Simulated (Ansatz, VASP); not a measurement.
# Sn2C3: VASP beside Ansatz

The input INCAR:

```
SYSTEM = Sn2C3
PREC = Accurate
ENCUT = 600
EDIFF = 1E-7
ISMEAR = 0
SIGMA = 0.2
LREAL = .FALSE.
LASPH = .TRUE.
NELM = 120
ALGO = Normal
ISIF = 3
LWAVE = .FALSE.
LCHARG = .FALSE.
GGA = PE
IBRION = 2
NSW = 36
EDIFFG = -0.08
GGA_COMPAT = .FALSE.
NELMIN = 4
```

File KPOINTS:

```
Automatic mesh
0
G
  4 4 3
  0 0 0
```

The input POSCAR:

```
Sn2C3
1.0
    3.9126442900      0.0000000000      0.0000000000
    0.0000000000      4.2315701700      0.0000000000
    0.0000000000      0.0000000000      5.7700154700
Sn C
2 3
Direct
    0.0000000000      0.0000000000      0.2890186100
    0.0000000000      0.0000000000      0.7109813900
    0.0000000000      0.6732521500      0.0000000000
    0.0000000000      0.3267478500      0.0000000000
    0.5000000000      0.5000000000      0.5000000000
```

Input for Ansatz:

```yaml
crystal:
  lattice:
    - [3.91264429, 0.0, 0.0]
    - [0.0, 4.23157017, 0.0]
    - [0.0, 0.0, 5.77001547]
  atoms:
    - { symbol: Sn, position: [0.0, 0.0, 0.28901861] }
    - { symbol: Sn, position: [0.0, 0.0, 0.71098139] }
    - { symbol: C, position: [0.0, 0.67325215, 0.0] }
    - { symbol: C, position: [0.0, 0.32674785, 0.0] }
    - { symbol: C, position: [0.5, 0.5, 0.5] }
basis:
  ecutwfc: 420
kpoints:
  mp_grid: { grid: [4, 4, 3] }
hamiltonian:
  xc: pbe
scf:
  occupations: { method: gaussian, width: 0.2 }
  lower_state_search: "off"
output:
  forces: true
  stress: true
  eigenvalues: true
relax:
  adjacent_minimum: "off"
  f_tol: 0.08
  max_steps: 16
  cell: { stress_tol: 0.8 }
```

Alike in both runs: task relaxation of cell and atoms; functional PBE; k mesh 4 × 4 × 3; occupations gaussian, width 0.2 eV; no spin polarisation.

|  | VASP | Ansatz |
| --- | --- | --- |
| version | VASP 6.6.1 | Ansatz 0.2.0 |
| potentials or method | VASP PAW PBE potentials, release 64 (Sn_d, C), cutoff 600 eV | scalar-relativistic, plane waves, PAW |
| valence electrons in the cell | 40 | 40 |

|  | VASP | Ansatz | Ansatz less VASP |
| --- | --- | --- | --- |
| gap on the k mesh at the Fermi level, each at its own relaxed structure (eV) | none | none | - |
| relaxed volume (Å³/atom) | 16.16 | 16.19 | +0.037 |
| relaxed length of the cell vector where the two differ most in proportion (Å) | 3.082 | 3.099 | +0.0172 |

A gap of «none» marks a metal or a gap that the smearing closes.

The k mesh is coarse, so the values compare programs but aren't converged. Noted on VASP's run: the volume moved by over 15 % at a fixed basis, so the end points are rough.
